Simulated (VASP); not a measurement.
Set up this calculation in VASP 6.6.1, as the native input.

```yaml
Task: single point
Functional: PBE
Potentials_or_basis: VASP PAW PBE potentials, release 64 (Sn_d, Se)
Cutoff: 520 eV
k_mesh: 10 × 10 × 10
Occupations: gaussian, width 0.05 eV
Spin: no spin polarisation
Dipole_correction: no
Further_INCAR_settings: ALGO = Normal; EDIFF = 1e-06; NBANDS = 17
```

The structure of SnSe lies in POSCAR:

```
SnSe
1.0
    0.0000000000      3.1486707000      3.1486707000
    3.1486707000      0.0000000000      3.1486707000
    3.1486707000      3.1486707000      0.0000000000
Sn Se
1 1
Direct
    0.0000000000      0.0000000000      0.0000000000
    0.5000000000      0.5000000000      0.5000000000
```

This cell differs from its parent crystal: strained.

The input as run:

INCAR

```
SYSTEM = SnSe
  PREC = Accurate
  ENCUT = 520
  EDIFF = 1E-6
  ISMEAR = 0
  SIGMA = 0.05
  LREAL = .False.
  LASPH = .True.
  NELM = 60
  ALGO = Normal
  ISIF = 2
  LWAVE = .False.
  LCHARG = .True.
  GGA = PE
  LELF = .True.
  LVHAR = .True.
  NBANDS = 17
```

KPOINTS

```
Automatic mesh
0
Gamma
  10 10 10
  0 0 0
```

Potentials or basis: VASP PAW PBE potentials, release 64 (Sn_d, Se).

Command:

```sh
$ cat potpaw_PBE.64/Sn_d/POTCAR potpaw_PBE.64/Se/POTCAR > POTCAR
$ mpirun -np 1 vasp_std > vasp.out
```

It gave:

```
Pressure               : -4.4 GPa
Band gap on the k mesh : 0.07 eV
```

Caveat: the cell differs from its parent crystal (strained); the cell stands under tension; semilocal functionals underestimate gaps, and a narrow one can read as zero; spin-orbit coupling is left out, which moves the levels of the heavy elements.

It took 25 s on 1 thread of Intel(R) Xeon(R) Platinum 8488C (Sapphire Rapids), with other jobs on the host, peak memory 0.22 GiB.
